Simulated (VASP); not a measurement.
Set up this calculation in VASP 6.6.1, as the native input.

```yaml
Task: relaxation of the atoms
Functional: PBE
Potentials_or_basis: VASP PAW PBE potentials, release 64 (H)
Cutoff: 520 eV
k_mesh: 1 × 1 × 1
Occupations: fermi-dirac, width 0.05 eV
Spin: no spin polarisation
Dipole_correction: no
Further_INCAR_settings: LREAL = Auto; ALGO = Normal; EDIFF = 1e-07; IBRION = 2; EDIFFG = -0.3; NSW = 35
```

The structure of H lies in POSCAR:

```
H
1.0
    7.1137870000      0.0000000000      0.0000000000
    0.0000000000      7.1137870000      0.0000000000
    0.0000000000      0.0000000000      7.1137870000
H
24
Direct
    0.5513222000      0.8687646000      0.4503638000
    0.5783812000      0.8872703000      0.3520607000
    0.8197901000      0.5630548000      0.8162362000
    0.7847220000      0.5779616000      0.7198715000
    0.2163606000      0.5113259000      0.0058460000
    0.3055660000      0.5639522000      0.0091654000
    0.4633471000      0.4063902000      0.7176624000
    0.5209727000      0.3255566000      0.7473837000
    0.9967980000      0.7435861000      0.8977422000
    0.9088346000      0.7906198000      0.9258210000
    0.5437142000      0.3463313000      0.1468789000
    0.4673574000      0.2845522000      0.1799109000
    0.1661896000      1.0100110000      0.0838842000
    0.1711403000      0.9177682000      0.0369280000
    0.1822681000      0.5066670000      0.4084245000
    0.2352993000      0.5114333000      0.3195250000
    0.3783202000      0.9174059000      0.1746827000
    0.4336265000      0.8520610000      0.1162925000
    0.3103475000      0.2046513000      0.4978906000
    0.2414893000      0.1878463000      0.5734834000
    0.9629000000      0.6068168000      0.1659770000
    0.9701154000      0.5791985000      0.0663612000
    0.1383922000      0.1898299000      0.3415335000
    0.1490020000      0.1812062000      0.2388145000
```

The input as run:

INCAR

```
  PREC = Accurate
  ENCUT = 520
  EDIFF = 1E-7
  ISMEAR = -1
  SIGMA = 0.05
  LREAL = Auto
  LASPH = True
  NELM = 80
  ALGO = Normal
  ISIF = 2
  LWAVE = False
  LCHARG = False
  GGA = PE
  IBRION = 2
  NSW = 35
  EDIFFG = -0.3
```

KPOINTS

```
Automatic mesh
0
Gamma
  1 1 1
```

Potentials or basis: VASP PAW PBE potentials, release 64 (H).

Command:

```sh
$ cat potpaw_PBE.64/H/POTCAR > POTCAR
$ mpirun -np 1 vasp_gam > vasp.out
```

It gave:

The energy gained by relaxing is 31.0 meV/atom. The ionic steps are 6, the pressure after relaxing is 1.4 GPa and the largest force after relaxing is 0.296 eV/Å. The band gap on the k mesh is 7.58 eV.

Caveat: the k points lie up to 0.88 Å⁻¹ apart; the relaxation stopped at a loose force limit of 0.3 eV/Å, so its end isn't a converged minimum.

Run time: 89 s on 1 thread of Intel(R) Xeon(R) 6975P-C (Granite Rapids), on a shared host, peak memory 0.38 GiB.
